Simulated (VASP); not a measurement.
# Ge2Sb2O: single point with PBE

Crystal: Ge2Sb2O.

```
Ge Sb O
1.0
     4.91056    0.00000    0.00000
    -2.45528    4.25267    0.00000
     0.00000    0.00000    5.35760
Ge Sb O
2 2 1
Direct
  0.33333 0.66667 0.00000
  0.66667 0.33333 0.00000
  0.33333 0.66667 0.50000
  0.66667 0.33333 0.50000
  0.00000 0.00000 0.00000
```

The cell was generated, and may not be a known phase.

```yaml
Program: VASP 6.6.1
Task: single point
Functional: PBE
Potentials_or_basis: VASP PAW PBE potentials, release 64 (Ge_d, Sb, O)
Cutoff: 520 eV
k_mesh: 6 × 6 × 4
Occupations: gaussian, width 0.1 eV
Spin: no spin polarisation
```

```json
{"Pressure": "2.8 GPa", "Band gap on the k mesh": "zero (bands 22 and 23 overlap by 1.69 eV)"}
```

Stress tensor (GPa, compression positive):
```
-2.16  0.00  0.00
 0.00 -2.16  0.00
 0.00  0.00 12.82
```

Levels at points of the mesh, in eV from the Fermi level:
| k point | band 19 | band 20 | band 21 | band 22 | band 23 | band 24 | band 25 | band 26 |
| --- | --- | --- | --- | --- | --- | --- | --- | --- |
| (0.00, 0.00, 0.00) | -2.49 | -2.47 | -2.00 | -0.80 | -0.21 | -0.21 | 1.08 | 1.08 |
| (0.50, 0.00, 0.00) | -2.44 | -2.31 | -1.12 | -0.94 | 0.91 | 2.05 | 2.55 | 3.31 |
| (0.00, 0.00, 0.50) | -2.34 | -1.64 | -1.64 | -1.36 | -0.30 | 0.68 | 0.86 | 0.86 |
| (0.50, 0.00, 0.50) | -1.25 | -0.63 | 0.18 | 0.43 | 1.06 | 1.06 | 2.22 | 2.90 |

Run time: 2.1 min on 1 thread of Oxide Virtual Turin-like Processor (shared host), peak memory 0.23 GiB.

Caveat: the stress differs along the axes, from -2 to 13 GPa; spin-orbit coupling is left out, which moves the levels of the heavy elements.
